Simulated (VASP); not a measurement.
# Ti: single point with PBE

Ti:

```xyz
1
Lattice="-1.6403 1.6403 1.6403 1.6403 -1.6403 1.6403 1.6403 1.6403 -1.6403" Properties=species:S:1:pos:R:3 pbc="T T T"
Ti    0.0000    0.0000    0.0000
```

```
Program             : VASP 6.6.1
Task                : single point
Functional          : PBE
Potentials or basis : VASP PAW PBE potentials, release 64 (Ti_sv)
Cutoff              : 520 eV
k mesh              : 8 × 8 × 8
Occupations         : gaussian, width 0.05 eV
Spin                : no spin polarisation
```

```yaml
Pressure: -2.8 GPa
Band_gap_on_the_k_mesh: zero (band 6 reaches 8.90 eV, above the bottom of band 7 at 7.32 eV)
```

Levels at points of the mesh, in eV from the Fermi level:
| k point | band 3 | band 4 | band 5 | band 6 | band 7 | band 8 | band 9 | band 10 |
| --- | --- | --- | --- | --- | --- | --- | --- | --- |
| (0.00, 0.00, 0.00) | -32.42 | -32.42 | -5.91 | 0.99 | 0.99 | 0.99 | 2.71 | 2.71 |
| (0.50, 0.00, 0.00) | -32.62 | -32.42 | -2.40 | -0.36 | 1.10 | 2.70 | 3.04 | 4.20 |
| (0.50, 0.50, 0.50) | -32.86 | -32.86 | -2.04 | -2.04 | 3.85 | 3.85 | 3.85 | 8.26 |

It took 6.6 s on 1 thread of AMD EPYC 7R13 Processor (Zen 3) (shared host), peak memory 0.11 GiB.
